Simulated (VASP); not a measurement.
# K (Cmcm) in VASP: single point with PBE+D3(BJ)

Aim: the single point of K with PBE+D3(BJ).

Program: VASP 6.6.1. These are calculated values, not measurements. Logs are shortened: lines on timing, memory, paths and dates and some standing lists are left out, and cuts for length are marked.

### Step 1. The cell of the first run

Symmetry: Cmcm, No. 63, orthorhombic system. Conventional cell: a = 4.451 Å, b = 7.656 Å, c = 7.166 Å, α = 90.00°, β = 90.00°, γ = 90.00°. K (site symmetry m2m) has 12 K at 4.40 to 4.45 Å within 5.8 Å.

### Step 2. Single point, PBE+D3(BJ) (volume scaled by 0.88, then relaxed in part)

Input file INCAR:

```
ALGO = Fast
EDIFF = 1E-6
ENCUT = 520
GGA = PE
ISIF = 2
ISMEAR = 0
IVDW = 12
LASPH = True
LCHARG = False
LREAL = False
LWAVE = False
NBANDS = 16
NELM = 100
PREC = Accurate
SIGMA = 0.1
```

Input file KPOINTS:

```
k-points
0
Gamma
  10 10 6
```

Input file POSCAR:

```
K
1.0
    2.2254991476     -3.8278453922      0.0000000000
    2.2254991476      3.8278453922      0.0000000000
    0.0000000000      0.0000000000      7.1656831611
K
2
Direct
    0.8327984899      0.1672015101      0.2500000000
    0.1672015101      0.8327984899      0.7500000000
```

Potentials or basis: VASP PAW PBE potentials, release 64 (K_sv).

Launch:

```bash
$ cat potpaw_PBE.64/K_sv/POTCAR > POTCAR
$ mpirun -np 1 vasp_std > vasp.out
```

OUTCAR:

```text
EDIFF = 1E-6
   ENCUT = 520
   GGA = PE
   ISIF = 2
   ISMEAR = 0
   IVDW = 12
   LASPH = True
   LREAL = False
   NELM = 100
   PREC = Accurate
 IVDW          = 12

 ion  position               nearest neighbor table
   1  0.833  0.167  0.250-
   2  0.167  0.833  0.750-

  LATTYP: Found a base centered orthorhombic cell.
 ALAT       =     4.4509982952
 B/A-ratio  =     1.7199940950
 C/A-ratio  =     1.6099047193

  Lattice vectors:

 A1 = (   2.2254991476,  -3.8278453922,   0.0000000000)
 A2 = (   2.2254991476,   3.8278453922,   0.0000000000)
 A3 = (   0.0000000000,   0.0000000000,   7.1656831611)

Analysis of symmetry for initial positions (statically):
=====================================================================
 Subroutine PRICEL returns:
 Original cell was already a primitive cell.

 Routine SETGRP: Setting up the symmetry group for a
 base centered orthorhombic supercell.

 Subroutine GETGRP returns: Found  8 space group operations
 (whereof  4 operations were pure point group operations)
 out of a pool of  8 trial point group operations.

The static configuration has the point symmetry C_2h.
 The point group associated with its full space group is D_2h.

Analysis of symmetry for dynamics (positions and initial velocities):
=====================================================================
 Subroutine PRICEL returns:
 Original cell was already a primitive cell.

 Routine SETGRP: Setting up the symmetry group for a
 base centered orthorhombic supercell.

 Subroutine GETGRP returns: Found  8 space group operations
 (whereof  4 operations were pure point group operations)
 out of a pool of  8 trial point group operations.

The dynamic configuration has the point symmetry C_2h.
 The point group associated with its full space group is D_2h.

 Subroutine INISYM returns: Found  8 space group operations
 (whereof  4 operations are pure point group operations),
 and found     1 'primitive' translations

----------------------------------------------------------------------------------------

                                     Primitive cell

  volume of cell :     122.0870

  direct lattice vectors                    reciprocal lattice vectors
[... 84 lines left out ...]
   LASPH  =      T    aspherical Exc in radial PAW
   ENCUT  =  520.0 eV  38.22 Ry    6.18 a.u.   8.23  8.23 13.32*2*pi/ulx,y,z
   NELM   =    100;   NELMIN=  2; NELMDL= -5     # of ELM steps
   EDIFF  = 0.1E-05   stopping-criterion for ELM
   LREAL  =      F    real-space projection
   EDIFFG = 0.1E-04   stopping-criterion for IOM
   NSW    =      0    number of steps for IOM
   IBRION =     -1    ionic relax: 0-MD 1-quasi-New 2-CG
   NFREE  =      0    steps in history (QN), initial steepest desc. (CG)
   ISIF   =      2    stress and relaxation
   ISYM   =      2    0-nonsym 1-usesym 2-fastsym
   POTIM  = 0.5000    time-step for ionic-motion
   TEBEG  =    0.0;   TEEND  =   0.0 temperature during run
   PSTRESS=    0.0 pullay stress
   NELECT =      18.0000    total number of electrons
   NUPDOWN=      -1.0000    fix difference up-down
   EMIN   =  10.00;   EMAX   =-10.00  energy-range for DOS
   EFERMI =   0.00;   METHOD = LEGACY
   ISMEAR =     0;   SIGMA  =   0.10  broadening in eV -4-tet -1-fermi 0-gaus
   EFERMI_NEDOS =   21; number of points for ismear=-14 and -15
   IALGO  =     68    algorithm
   IMIX   =      4    mixing-type and parameters
     AMIX     =   0.40;   BMIX     =  1.00
     AMIX_MAG =   1.60;   BMIX_MAG =  1.00
  volume/ion in A,a.u.               =      61.04       411.94
  Fermi-wavevector in a.u.,A,eV,Ry     =   0.864853  1.634336 10.176770  0.747972
  Thomas-Fermi vector in A             =   1.983011
   LORBIT       =      0    0 simple, 1 ext, 2 COOP (PROOUT), +10 PAW based schemes
   GGA     = PE    functional components
   LHFCALC =     F    Hartree Fock is set to
   AEXX    =    0.0000 exact exchange contribution
   IVDW    =    12    specifies the selected vdW correction
   LEPSILON=     F    determine dielectric tensor
   LRPA    =     F    only Hartree local field effects (RPA)
 non-spin polarized calculation
 RMM-DIIS sequential band-by-band and
 Gauss-broadening in eV      SIGMA  =   0.10
  energy-cutoff  :      520.00
  volume of cell :      122.09
 maximum number of plane-waves:      3309
 NGX is ok and might be reduce to    36
   NGX = 17   NGY = 17   NGZ = 27

 number of electron      17.9999997 magnetization

 Free energy of the ion-electron system (eV)
  ---------------------------------------------------
  ext. energy  EPLUGINS =         0.00000000
  ---------------------------------------------------
  free energy    TOTEN  =        -2.03187850 eV

  energy without entropy =       -2.02532015  energy(sigma->0) =       -2.02859932

 E-fermi :   0.3222     XC(G=0):  -6.1214

 val. band max:        0.2828565137   @ k =   0.5000   0.3000   0.3333
 cond. band min:       0.3382215409   @ k =   0.4000  -0.0000   0.5000
 fundamental gap:      0.0553650272
 Fermi energy:         0.3222488761

 k-point     1 :       0.0000    0.0000    0.0000
  band No.  band energies     occupation
      1     -31.7048      2.00000
      2     -31.6953      2.00000
      3     -15.2664      2.00000
      4     -15.1546      2.00000
      5     -15.1539      2.00000
      6     -15.1363      2.00000
[... 433 lines left out ...]
      3     -15.2319      2.00000
      4     -15.2159      2.00000
      5     -15.2049      2.00000
      6     -15.1942      2.00000
[... 8 lines left out ...]
     15       3.5995      0.00000
     16       4.8825      0.00000

 [... further k-points ...]

------------------------ aborting loop because EDIFF is reached ----------------------------------------

 Edisp (eV)   -0.27205

 E8    (eV) :    -0.1456

  FORCE on cell =-STRESS in cart. coord.  units (eV):
  Direction    XX          YY          ZZ          XY          YZ          ZX
  --------------------------------------------------------------------------------------
  -------------------------------------------------------------------------------------
  Total       0.46196     0.48762     0.48520     0.00000    -0.00000     0.00000
  in kB       6.06239     6.39921     6.36734     0.00000    -0.00000     0.00000
  external pressure =        6.28 kB  Pullay stress =        0.00 kB

 VOLUME and BASIS-vectors are now :
 -----------------------------------------------------------------------------
  energy-cutoff  :      520.00
  volume of cell :      122.09
      direct lattice vectors                 reciprocal lattice vectors
     2.225499148 -3.827845392  0.000000000     0.224668700 -0.130621786  0.000000000
     2.225499148  3.827845392  0.000000000     0.224668700  0.130621786  0.000000000
     0.000000000  0.000000000  7.165683161     0.000000000  0.000000000  0.139554035

 POSITION                                       TOTAL-FORCE (eV/Angst)
 -----------------------------------------------------------------------------------
      2.22550     -2.54780      1.79142         0.000000      0.001794      0.000000
      2.22550      2.54780      5.37426         0.000000     -0.001794      0.000000
 -----------------------------------------------------------------------------------
    total drift:                                0.000000      0.000000     -0.000000

  FREE ENERGIE OF THE ION-ELECTRON SYSTEM (eV)
  ---------------------------------------------------
  free  energy   TOTEN  =        -2.3039316659 eV

  energy  without entropy=       -2.2973733128  energy(sigma->0) =       -2.30065249
```

OSZICAR:

```text
N       E                     dE             d eps       ncg     rms          rms(c)
DAV:   1     0.114108617438E+03    0.11411E+03   -0.79007E+03  3968   0.917E+02
DAV:   2     0.630497591630E+01   -0.10780E+03   -0.10511E+03  4888   0.273E+02
DAV:   3    -0.168476638481E+01   -0.79897E+01   -0.79571E+01  7472   0.520E+01
DAV:   4    -0.202751445973E+01   -0.34275E+00   -0.34265E+00  5624   0.820E+00
DAV:   5    -0.203270641650E+01   -0.51920E-02   -0.51918E-02  6616   0.826E-01    0.359E+00
RMM:   6    -0.203143606082E+01    0.12704E-02   -0.32797E-03  4414   0.377E-01    0.227E+00
RMM:   7    -0.203171618718E+01   -0.28013E-03   -0.74933E-03  5186   0.496E-01    0.118E-01
RMM:   8    -0.203182353669E+01   -0.10735E-03   -0.12967E-03  6045   0.270E-01    0.388E-02
RMM:   9    -0.203186422788E+01   -0.40691E-04   -0.15137E-04  6391   0.738E-02    0.254E-02
RMM:  10    -0.203187585522E+01   -0.11627E-04   -0.37890E-05  6778   0.310E-02    0.108E-02
RMM:  11    -0.203187786802E+01   -0.20128E-05   -0.14594E-05  6115   0.152E-02    0.296E-03
RMM:  12    -0.203187850001E+01   -0.63199E-06   -0.55019E-06  5054   0.887E-03
   1 F= -.23039317E+01 E0= -.23006525E+01  d E =-.655835E-02
```

stdout:

```text
POSCAR found type information on POSCAR K
 POSCAR found :  1 types and       2 ions
 scaLAPACK will be used
 LDA part: xc-table for (Slater+PW92), standard interpolation
 POSCAR, INCAR and KPOINTS ok, starting setup
 FFT: planning ... GRIDC
 FFT: planning ... GRID_SOFT
 FFT: planning ... GRID
 WAVECAR not read
 entering main loop
WARNING in EDDRMM: call to ZHEGV failed, returncode =   8  4     12
```

Wall time 2.9 min (1 thread of Intel Xeon Platinum 8259CL at 2.50GHz (Skylake/Cascade Lake), shared host); peak memory 0.37 GiB.

Results:

- Free energy: -2.3039 eV
- Pressure: 0.6 GPa
- Band gap on the k mesh: zero (band 9 reaches 1.28 eV, above the bottom of band 10 at -1.26 eV)
- Dispersion energy per atom: -0.136 eV

Levels at points of the mesh, in eV from the Fermi level:
```tsv
k point	band 5	band 6	band 7	band 8	band 9	band 10	band 11	band 12	band 13	band 14
(0.00, 0.00, 0.00)	-15.48	-15.46	-15.46	-15.46	-2.42	0.36	0.70	4.20	4.26	4.38
(0.50, 0.00, 0.00)	-15.53	-15.50	-15.49	-15.47	0.13	0.27	1.60	1.96	2.53	3.08
(0.50, 0.50, 0.00)	-15.53	-15.51	-15.49	-15.48	0.15	0.30	1.61	1.95	2.56	3.11
(0.00, 0.00, 0.50)	-15.47	-15.47	-15.47	-15.47	-1.58	-1.58	2.93	2.93	4.24	4.24
(0.50, 0.00, 0.50)	-15.49	-15.49	-15.49	-15.49	0.59	0.59	1.00	1.00	3.16	3.16
(0.50, 0.50, 0.50)	-15.49	-15.49	-15.49	-15.49	0.61	0.61	1.03	1.03	3.16	3.16
```

Caveat: pairwise dispersion overbinds metals, which lowers pressure and volume.
